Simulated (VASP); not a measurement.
# LiTi3 (I4/mmm) in VASP: further runs

LiTi3 is run at these levels: PBE; tasks: single point, relaxation of cell and atoms.

All numbers are computed with VASP 6.6.1; they aren't measurements. Logs are shortened: lines on timing, memory, paths and dates and some standing lists are left out, and cuts for length are marked.

## 1. The cell of the first run

It takes space group I4/mmm (No. 139, tetragonal). The conventional cell has a = 3.686 Å, b = 3.686 Å, c = 8.234 Å, α = 90.00°, β = 90.00°, γ = 90.00°. Li (site symmetry 4/mmm) has 12 Ti at 2.61 to 2.76 Å within 3.4 Å. Ti (site symmetry 4/mmm) has 4 Li at 2.61 Å and 8 Ti at 2.76 Å within 3.4 Å. Within 3.4 Å of Ti (site symmetry -4m2) lie 8 Ti at 2.61 to 2.76 Å and 4 Li at 2.76 Å.

## 2. Single point, PBE

INCAR reads:

```
SYSTEM = LiTi3
  ALGO = Normal
  EDIFF = 1E-7
  ENCUT = 520
  GGA = PE
  ISIF = 2
  ISMEAR = 0
  LASPH = .True.
  LCHARG = .True.
  LELF = .True.
  LREAL = .False.
  LVHAR = .True.
  LWAVE = .False.
  NBANDS = 28
  NELM = 100
  PREC = Accurate
  SIGMA = 0.1
```

KPOINTS reads:

```
k-points
0
Gamma
  8 8 8
  0 0 0
```

POSCAR reads:

```
LiTi3
1.0
   -1.8431181390      1.8431181390      4.1170950637
    1.8431181390     -1.8431181390      4.1170950637
    1.8431181390      1.8431181390     -4.1170950637
Li Ti
1 3
Direct
    0.0000000000      0.0000000000      0.0000000000
    0.5000000000      0.5000000000      0.0000000000
    0.2500000000      0.7500000000      0.5000000000
    0.7500000000      0.2500000000      0.5000000000
```

Potentials or basis: VASP PAW PBE potentials, release 64 (Li_sv, Ti_sv).

The run is started by

```
$ cat potpaw_PBE.64/Li_sv/POTCAR potpaw_PBE.64/Ti_sv/POTCAR > POTCAR
$ mpirun -np 1 vasp_std > vasp.out
```

OUTCAR:

```text
SYSTEM = LiTi3
   EDIFF = 1E-7
   ENCUT = 520
   GGA = PE
   ISIF = 2
   ISMEAR = 0
   LASPH = .True.
   LREAL = .False.
   NELM = 100
   PREC = Accurate

 ion  position               nearest neighbor table
   1  0.000  0.000  0.000-   2 2.61   2 2.61   2 2.61   2 2.61
   2  0.500  0.500  0.000-   1 2.61   1 2.61   1 2.61   1 2.61   4 2.76   3 2.76   4 2.76   4 2.76
                             3 2.76   3 2.76   4 2.76   3 2.76
   3  0.250  0.750  0.500-   4 2.61   4 2.61   4 2.61   4 2.61   2 2.76   2 2.76   2 2.76   2 2.76

   4  0.750  0.250  0.500-   3 2.61   3 2.61   3 2.61   3 2.61   2 2.76   2 2.76   2 2.76   2 2.76

  LATTYP: Found a body centered tetragonal cell.
 ALAT       =     3.6862362780
 C/A-ratio  =     2.2337662337

  Lattice vectors:

 A1 = (  -1.8431181390,   1.8431181390,   4.1170950637)
 A2 = (   1.8431181390,  -1.8431181390,   4.1170950637)
 A3 = (   1.8431181390,   1.8431181390,  -4.1170950637)

Analysis of symmetry for initial positions (statically):
=====================================================================
 Subroutine PRICEL returns:
 Original cell was already a primitive cell.

 Routine SETGRP: Setting up the symmetry group for a
 body centered tetragonal supercell.

 Subroutine GETGRP returns: Found 16 space group operations
 (whereof 16 operations were pure point group operations)
 out of a pool of 16 trial point group operations.

The static configuration has the point symmetry D_4h.

Analysis of symmetry for dynamics (positions and initial velocities):
=====================================================================
 Subroutine PRICEL returns:
 Original cell was already a primitive cell.

 Routine SETGRP: Setting up the symmetry group for a
 body centered tetragonal supercell.

 Subroutine GETGRP returns: Found 16 space group operations
 (whereof 16 operations were pure point group operations)
 out of a pool of 16 trial point group operations.

The dynamic configuration has the point symmetry D_4h.

 Subroutine INISYM returns: Found 16 space group operations
 (whereof 16 operations are pure point group operations),
 and found     1 'primitive' translations

----------------------------------------------------------------------------------------

                                     Primitive cell

  volume of cell :      55.9445

  direct lattice vectors                    reciprocal lattice vectors
    -1.843118139  1.843118139  4.117095064     0.000000000  0.271279409  0.121444852
     1.843118139 -1.843118139  4.117095064     0.271279409  0.000000000  0.121444852
     1.843118139  1.843118139 -4.117095064     0.271279409  0.271279409  0.000000000

  length of vectors
     4.872847290  4.872847290  4.872847290     0.297222761  0.297222761  0.383647020

  position of ions in fractional coordinates (direct lattice)
     0.000000000  0.000000000  0.000000000
     0.500000000  0.500000000  0.000000000
     0.250000000  0.750000000  0.500000000
     0.750000000  0.250000000  0.500000000

  ion indices of the primitive-cell ions
   primitive index   ion index
                 1           1
                 2           2
                 3           3
                 4           4

----------------------------------------------------------------------------------------

 KPOINTS: k-points

Automatic generation of k-mesh.
 Grid dimensions read from file:
 generate k-points for:    8    8    8

 Generating k-lattice:

  Cartesian coordinates                     Fractional coordinates (reciprocal lattice)
     0.000000000  0.033909926  0.015180606     0.125000000  0.000000000 -0.000000000
     0.033909926  0.000000000  0.015180606     0.000000000  0.125000000 -0.000000000
     0.033909926  0.033909926  0.000000000     0.000000000  0.000000000  0.125000000

  Length of vectors
     0.037152845  0.037152845  0.047955877

  Shift w.r.t. Gamma in fractional coordinates (k-lattice)
     0.000000000  0.000000000  0.000000000

 Subroutine IBZKPT returns following result:
 ===========================================

 Found     59 irreducible k-points:

 Following reciprocal coordinates:
            Coordinates               Weight
  0.000000  0.000000  0.000000      1.000000
  0.125000 -0.000000  0.000000      8.000000
  0.250000 -0.000000  0.000000      8.000000
  0.375000  0.000000 -0.000000      8.000000
  0.500000 -0.000000  0.000000      4.000000
  0.125000  0.125000  0.000000      8.000000
[... 16 lines left out ...]
  0.250000  0.125000  0.125000     16.000000
  0.375000  0.125000  0.125000      8.000000
 [... further k-points ...]
   k-points           NKPTS =     59   k-points in BZ     NKDIM =     59   number of bands    NBANDS=     28
   number of dos      NEDOS =    301   number of ions     NIONS =      4
   total plane-waves  NPLWV =  46656
   dimension x,y,z NGX =    36 NGY =   36 NGZ =   36
   dimension x,y,z NGXF=    72 NGYF=   72 NGZF=   72
   ions per type =               1   3
   NGX,Y,Z   is equivalent  to a cutoff of  12.28, 12.28, 12.28 a.u.
   NGXF,Y,Z  is equivalent  to a cutoff of  24.56, 24.56, 24.56 a.u.
 SYSTEM =  LiTi3
   PREC   = accura    normal or accurate (medium, high low for compatibility)
   ISTART =      0    job   : 0-new  1-cont  2-samecut
   ICHARG =      2    charge: 1-file 2-atom 10-const
   ISPIN  =      1    spin polarized calculation?
   LNONCOLLINEAR =      F non collinear calculations
   LSORBIT =      F    spin-orbit coupling
   LASPH  =      T    aspherical Exc in radial PAW
   ENCUT  =  520.0 eV  38.22 Ry    6.18 a.u.   9.06  9.06  9.06*2*pi/ulx,y,z
   NELM   =    100;   NELMIN=  2; NELMDL= -5     # of ELM steps
   EDIFF  = 0.1E-06   stopping-criterion for ELM
   LREAL  =      F    real-space projection
   EDIFFG = 0.1E-05   stopping-criterion for IOM
   NSW    =      0    number of steps for IOM
   IBRION =     -1    ionic relax: 0-MD 1-quasi-New 2-CG
   NFREE  =      0    steps in history (QN), initial steepest desc. (CG)
   ISIF   =      2    stress and relaxation
   ISYM   =      2    0-nonsym 1-usesym 2-fastsym
   POTIM  = 0.5000    time-step for ionic-motion
   TEBEG  =    0.0;   TEEND  =   0.0 temperature during run
   PSTRESS=    0.0 pullay stress
   NELECT =      39.0000    total number of electrons
   NUPDOWN=      -1.0000    fix difference up-down
   EMIN   =  10.00;   EMAX   =-10.00  energy-range for DOS
   EFERMI =   0.00;   METHOD = LEGACY
   ISMEAR =     0;   SIGMA  =   0.10  broadening in eV -4-tet -1-fermi 0-gaus
   EFERMI_NEDOS =   21; number of points for ismear=-14 and -15
   IALGO  =     38    algorithm
   IMIX   =      4    mixing-type and parameters
     AMIX     =   0.40;   BMIX     =  1.00
     AMIX_MAG =   1.60;   BMIX_MAG =  1.00
  volume/ion in A,a.u.               =      13.99        94.38
  Fermi-wavevector in a.u.,A,eV,Ry     =   1.451590  2.743107 28.669018  2.107113
  Thomas-Fermi vector in A             =   2.569070
   LORBIT       =      0    0 simple, 1 ext, 2 COOP (PROOUT), +10 PAW based schemes
   GGA     = PE    functional components
   LHFCALC =     F    Hartree Fock is set to
   AEXX    =    0.0000 exact exchange contribution
   IVDW    =     0    specifies the selected vdW correction
   LEPSILON=     F    determine dielectric tensor
   LRPA    =     F    only Hartree local field effects (RPA)
 non-spin polarized calculation
 Gauss-broadening in eV      SIGMA  =   0.10
  energy-cutoff  :      520.00
  volume of cell :       55.94
 maximum number of plane-waves:      1531
   NGX = 19   NGY = 19   NGZ = 19

 number of electron      39.0000014 magnetization

 Free energy of the ion-electron system (eV)
  ---------------------------------------------------
  ext. energy  EPLUGINS =         0.00000000
  ---------------------------------------------------
  free energy    TOTEN  =       -23.77021003 eV

  energy without entropy =      -23.74246883  energy(sigma->0) =      -23.75633943

 E-fermi :   8.1938     XC(G=0): -11.5439

 val. band max:        8.1911784597   @ k =   0.2500   0.2500   0.1250
 cond. band min:       8.1976873999   @ k =  -0.3750   0.5000   0.1250
 fundamental gap:      0.0065089402
 Fermi energy:         8.1938196072

 k-point     1 :       0.0000    0.0000    0.0000
  band No.  band energies     occupation
      1     -48.0993      2.00000
      2     -47.8894      2.00000
      3     -47.7248      2.00000
      4     -36.1398      2.00000
      5     -24.6692      2.00000
      6     -24.5594      2.00000
[... 20 lines left out ...]
     27      11.8047      0.00000
     28      11.8047      0.00000

 k-point     2 :       0.1250   -0.0000    0.0000
  band No.  band energies     occupation
      1     -48.0879      2.00000
      2     -47.8901      2.00000
      3     -47.7352      2.00000
      4     -36.1399      2.00000
      5     -24.6684      2.00000
      6     -24.5359      2.00000
[... 20 lines left out ...]
     27      11.6805      0.00000
     28      12.3705      0.00000

 k-point     3 :       0.2500   -0.0000    0.0000
  band No.  band energies     occupation
      1     -48.0576      2.00000
      2     -47.8900      2.00000
      3     -47.7648      2.00000
      4     -36.1403      2.00000
      5     -24.6377      2.00000
      6     -24.4741      2.00000
[... 20 lines left out ...]
     27      11.4062      0.00000
     28      11.9343      0.00000

 k-point     4 :       0.3750    0.0000   -0.0000
  band No.  band energies     occupation
      1     -48.0223      2.00000
      2     -47.8819      2.00000
      3     -47.8074      2.00000
      4     -36.1407      2.00000
      5     -24.5796      2.00000
      6     -24.4603      2.00000
[... 578 lines left out ...]
     27      11.4981      0.00000
     28      11.5392      0.00000

 k-point    23 :       0.2500    0.1250    0.1250
  band No.  band energies     occupation
      1     -48.0071      2.00000
      2     -47.8779      2.00000
      3     -47.8232      2.00000
      4     -36.1402      2.00000
      5     -24.7477      2.00000
      6     -24.5225      2.00000
[... 20 lines left out ...]
     27      11.2541      0.00000
     28      11.7121      0.00000

 k-point    24 :       0.3750    0.1250    0.1250
  band No.  band energies     occupation
      1     -47.9957      2.00000
      2     -47.8612      2.00000
      3     -47.8507      2.00000
      4     -36.1402      2.00000
      5     -24.7181      2.00000
      6     -24.5755      2.00000
[... 20 lines left out ...]
     27      11.1793      0.00000
     28      11.6703      0.00000

 [... further k-points ...]

------------------------ aborting loop because EDIFF is reached ----------------------------------------

  FORCE on cell =-STRESS in cart. coord.  units (eV):
  Direction    XX          YY          ZZ          XY          YZ          ZX
  --------------------------------------------------------------------------------------
  -------------------------------------------------------------------------------------
  Total        7.1654286      7.1654286      4.5775414      0.0000000      0.0000000      0.0000000
  in kB      205.2085847    205.2085847    131.0948512      0.0000000      0.0000000      0.0000000
  external PRESSURE =     180.5040068 kB  Pullay stress =       0.0000000 kB

 VOLUME and BASIS-vectors are now :
 -----------------------------------------------------------------------------
  energy-cutoff  :      520.00
  volume of cell :       55.94
      direct lattice vectors                 reciprocal lattice vectors
    -1.843118139  1.843118139  4.117095064     0.000000000  0.271279409  0.121444852
     1.843118139 -1.843118139  4.117095064     0.271279409  0.000000000  0.121444852
     1.843118139  1.843118139 -4.117095064     0.271279409  0.271279409  0.000000000

 POSITION                                       TOTAL-FORCE (eV/Angst)
 -----------------------------------------------------------------------------------
      0.00000      0.00000      0.00000         0.000000      0.000000      0.000000
      0.00000      0.00000      4.11710         0.000000      0.000000      0.000000
      1.84312     -0.00000      2.05855        -0.000000      0.000000      0.000000
     -0.00000      1.84312      2.05855         0.000000     -0.000000     -0.000000
 -----------------------------------------------------------------------------------
    total drift:                               -0.000000      0.000000      0.000000

  FREE ENERGIE OF THE ION-ELECTRON SYSTEM (eV)
  ---------------------------------------------------
  free  energy   TOTEN  =       -23.7702100307 eV

  energy  without entropy=      -23.7424688308  energy(sigma->0) =      -23.75633943
```

Run time: 90 s. Hardware: 1 thread of Intel Xeon Platinum 8488C (Sapphire Rapids), shared host; peak memory 0.24 GiB.

What came out:

| Item | Value |
| --- | --- |
| Free energy | -23.7702 eV |
| Band gap on the k mesh | zero (an odd number of electrons rules out a gap without spin polarisation) |

Levels at points of the mesh, in eV from the Fermi level:
```tsv
k point	band 17	band 18	band 19	band 20	band 21	band 22	band 23	band 24
(0.00, 0.00, 0.00)	-1.12	-0.33	-0.33	0.06	0.78	0.78	2.11	2.29
(0.50, 0.00, 0.00)	-1.06	-0.45	-0.33	-0.02	1.11	1.14	1.23	1.54
(0.50, 0.50, 0.00)	-0.91	-0.86	0.00	0.56	0.72	0.79	1.40	1.94
(0.50, 0.50, 0.50)	-1.20	-1.09	-1.09	-0.86	0.85	1.84	2.58	2.99
```

Caveat: the cutoff is under 1.25 times the usual one of these potentials, so pressure, stress and relaxed cells hold a basis-set (Pulay) error.

## 3. Relaxation of cell and atoms, PBE

INCAR reads:

```
SYSTEM = LiTi3
PREC     = Accurate       ! precision mode
ENCUT    = 600            ! plane-wave cutoff, eV
EDIFF    = 1E-7           ! SCF threshold, eV
ISMEAR   = 0              ! smearing method
SIGMA    = 0.1            ! smearing width, eV
LREAL    = .False.        ! projectors in reciprocal space
LASPH    = .True.         ! aspherical terms in the spheres
NELM     = 80             ! most SCF steps
ALGO     = Normal         ! electronic algorithm
ISIF     = 3              ! what is computed and relaxed
LWAVE    = .False.        ! write WAVECAR
LCHARG   = .False.        ! write CHGCAR
GGA      = PE             ! functional
IBRION   = 2              ! ionic algorithm
NSW      = 90             ! ionic steps
EDIFFG   = -0.04          ! ionic threshold
```

KPOINTS reads:

```
regular mesh
0
Gamma
  6 6 6
  0 0 0
```

POSCAR is that of step 2.

Potentials or basis: VASP PAW PBE potentials, release 64 (Li_sv, Ti_sv).

The run is started by

```
$ cat potpaw_PBE.64/Li_sv/POTCAR potpaw_PBE.64/Ti_sv/POTCAR > POTCAR
$ mpirun -np 1 vasp_std > vasp.out
```

OUTCAR:

```text
SYSTEM = LiTi3
   PREC = Accurate
   ENCUT = 600
   EDIFF = 1E-7
   ISMEAR = 0
   LREAL = .False.
   LASPH = .True.
   NELM = 80
   ISIF = 3
   GGA = PE
   IBRION = 2
   NSW = 90
   EDIFFG = -0.04

 ion  position               nearest neighbor table
   1  0.000  0.000  0.000-   2 2.61   2 2.61   2 2.61   2 2.61
   2  0.500  0.500  0.000-   1 2.61   1 2.61   1 2.61   1 2.61   4 2.76   3 2.76   4 2.76   4 2.76
                             3 2.76   3 2.76   4 2.76   3 2.76
   3  0.250  0.750  0.500-   4 2.61   4 2.61   4 2.61   4 2.61   2 2.76   2 2.76   2 2.76   2 2.76

   4  0.750  0.250  0.500-   3 2.61   3 2.61   3 2.61   3 2.61   2 2.76   2 2.76   2 2.76   2 2.76

  LATTYP: Found a body centered tetragonal cell.
 ALAT       =     3.6862362780
 C/A-ratio  =     2.2337662337

  Lattice vectors:

 A1 = (  -1.8431181390,   1.8431181390,   4.1170950637)
 A2 = (   1.8431181390,  -1.8431181390,   4.1170950637)
 A3 = (   1.8431181390,   1.8431181390,  -4.1170950637)

Analysis of symmetry for initial positions (statically):
=====================================================================
[... 182 lines left out ...]
  Direction    XX          YY          ZZ          XY          YZ          ZX
  --------------------------------------------------------------------------------------
  -------------------------------------------------------------------------------------
  Total        7.1540665      7.1540665      4.5638454      0.0000000      0.0000000      0.0000000
  in kB      204.8831863    204.8831863    130.7026130      0.0000000      0.0000000      0.0000000
  external PRESSURE =     180.1563285 kB  Pullay stress =       0.0000000 kB
[... 177 lines left out ...]
--------------------------------------- Ionic step        6  -------------------------------------------

 number of electron      39.0000001 magnetization

 Free energy of the ion-electron system (eV)
  ---------------------------------------------------
  ext. energy  EPLUGINS =         0.00000000
  ---------------------------------------------------
  free energy    TOTEN  =       -24.35217669 eV

  energy without entropy =      -24.32379536  energy(sigma->0) =      -24.33798602

 E-fermi :   6.5804     XC(G=0): -10.7850

 val. band max:        6.5704247376   @ k =  -0.1667   0.1667   0.1667
 cond. band min:       6.6032465968   @ k =   0.3333   0.3333   0.0000
 fundamental gap:      0.0328218591
 Fermi energy:         6.5804061633

 k-point     1 :       0.0000    0.0000    0.0000
  band No.  band energies     occupation
      1     -49.9789      2.00000
      2     -49.8419      2.00000
      3     -49.8234      2.00000
      4     -37.8837      2.00000
      5     -26.4062      2.00000
      6     -26.3216      2.00000
[... 613 lines left out ...]
     22       7.8143      0.00000
     23       7.8275      0.00000

 [... further k-points ...]

------------------------ aborting loop because EDIFF is reached ----------------------------------------

  FORCE on cell =-STRESS in cart. coord.  units (eV):
  Direction    XX          YY          ZZ          XY          YZ          ZX
  --------------------------------------------------------------------------------------
  -------------------------------------------------------------------------------------
  Total        0.0400185      0.0400185     -0.1032508      0.0000000      0.0000000      0.0000000
  in kB        0.9687530      0.9687530     -2.4994574      0.0000000      0.0000000      0.0000000
  external PRESSURE =      -0.1873171 kB  Pullay stress =       0.0000000 kB
[... 19 lines left out ...]
  FREE ENERGIE OF THE ION-ELECTRON SYSTEM (eV)
  ---------------------------------------------------
  free  energy   TOTEN  =       -24.3521766892 eV

  energy  without entropy=      -24.3237953567  energy(sigma->0) =      -24.33798602

 reached required accuracy - stopping structural energy minimisation
```

CONTCAR:

```text
LiTi3
   1.00000000000000
    -1.9983714666383714    1.9983714666383714    4.1432964830001069
     1.9983714666383714   -1.9983714666383714    4.1432964830001069
     1.9983714666383714    1.9983714666383714   -4.1432964830001069
  Li              Ti
     1     3
Direct
     1.0000000000000000    0.0000000000000000    1.0000000000000000
     0.5000000000000000    0.5000000000000000    1.0000000000000000
     0.2500000000000000    0.7500000000000000    0.5000000000000000
     0.7500000000000000    0.2500000000000000    0.5000000000000000

  0.00000000E+00  0.00000000E+00  0.00000000E+00
  0.00000000E+00  0.00000000E+00  0.00000000E+00
  0.00000000E+00  0.00000000E+00  0.00000000E+00
  0.00000000E+00  0.00000000E+00  0.00000000E+00
```

It took 5.1 min on 1 thread of Intel Xeon Platinum 8488C (Sapphire Rapids), shared host; peak memory 0.27 GiB.

Results:

- Free energy: -24.3522 eV
- Relaxed volume: 16.55 Å³/atom
- Relaxed cell: a = 5.015 Å, b = 5.015 Å, c = 5.015 Å, α = 133.04°, β = 133.04°, γ = 68.60°
- Space group after relaxing (to 0.1 Å): I4/mmm (No. 139)
- Energy gained by relaxing: 142.0 meV/atom
- Ionic steps: 6
- Pressure after relaxing: 0.0 GPa
- Band gap on the k mesh: zero (an odd number of electrons rules out a gap without spin polarisation)

The path:
| step | energy change (eV) | largest force (eV/Å) | pressure (GPa) | volume (Å³) |
| --- | --- | --- | --- | --- |
| 1 | 0.0000 | 0.0000 | 18.02 | 55.94 |
| 2 | -0.5047 | 0.0000 | -3.73 | 69.65 |
| 3 | -0.5403 | 0.0000 | -0.22 | 66.38 |
| 4 | -0.5402 | 0.0000 | -0.48 | 66.61 |
| 5 | -0.5556 | 0.0000 | -0.34 | 66.47 |
| 6 | -0.5678 | 0.0000 | -0.02 | 66.18 |

Final structure:
```
Li Ti
1.0
    -1.99837    1.99837    4.14330
     1.99837   -1.99837    4.14330
     1.99837    1.99837   -4.14330
Li Ti
1 3
Direct
  0.00000 0.00000 0.00000
  0.50000 0.50000 0.00000
  0.25000 0.75000 0.50000
  0.75000 0.25000 0.50000
```

Caveat: the cutoff is under 1.25 times the usual one of these potentials, so pressure, stress and relaxed cells hold a basis-set (Pulay) error; the volume moved by over 15 % at a fixed basis, so the end points are rough.

The gap in the log of VASP goes by the Fermi energy; the results here count the filled bands.